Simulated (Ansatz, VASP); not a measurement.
## Two plane-wave programs on Si3Te

```xyz
8
Lattice="3.0006 0.0000 0.0000 0.2413 3.3357 0.0000 0.3222 0.4042 16.1905" Properties=species:S:1:pos:R:3 pbc="T T T"
Si    3.0019    0.9305   12.2228
Si    0.5806    2.8730    4.1367
Si    1.6564    2.5874   13.4569
Si    1.9458    1.2213    5.3871
Si    1.6437    2.5700   10.8403
Si    1.9333    1.2310    2.7418
Te    1.7230    2.4658   16.0961
Te    1.9333    1.2827    7.9755
```

Change from the starting cell: the structure that the rattled cell fell into.

Alike in both runs: task single point; functional PBE; k mesh 6 × 6 × 1; occupations gaussian, width 0.1 eV; no spin polarisation.

|  | VASP | Ansatz |
| --- | --- | --- |
| version | VASP 6.6.1 | Ansatz 0.2.0 |
| potentials or method | VASP PAW PBE potentials, release 64 (Si, Te), cutoff 500 eV | scalar-relativistic, plane waves, PAW |
| valence electrons in the cell | 36 | 56 |

|  | VASP | Ansatz | Ansatz less VASP |
| --- | --- | --- | --- |
| gap on the k mesh at the Fermi level (eV) | none | none | - |
| pressure (GPa) | 1.8 | 1.8 | +0.02 |
| traceless stress, the component that is largest in VASP (GPa) | 4.88 | 4.89 | +0.009 |
| rms of the force components (eV/Å) | 0.267 | 0.261 | -0.0054 |

Atom by atom the forces differ by 0.005 eV/Å (rms over components). A gap of «none» marks a metal or a gap that the smearing closes. With one functional, cell and mesh, what is left measures potentials, basis and numerics. VASP's potentials hold 36 valence electrons a cell and Ansatz's 56, so a difference there can come from the potentials and not from the codes.

The k mesh is coarse, so the values compare programs but aren't converged. Spin-orbit coupling is off throughout.
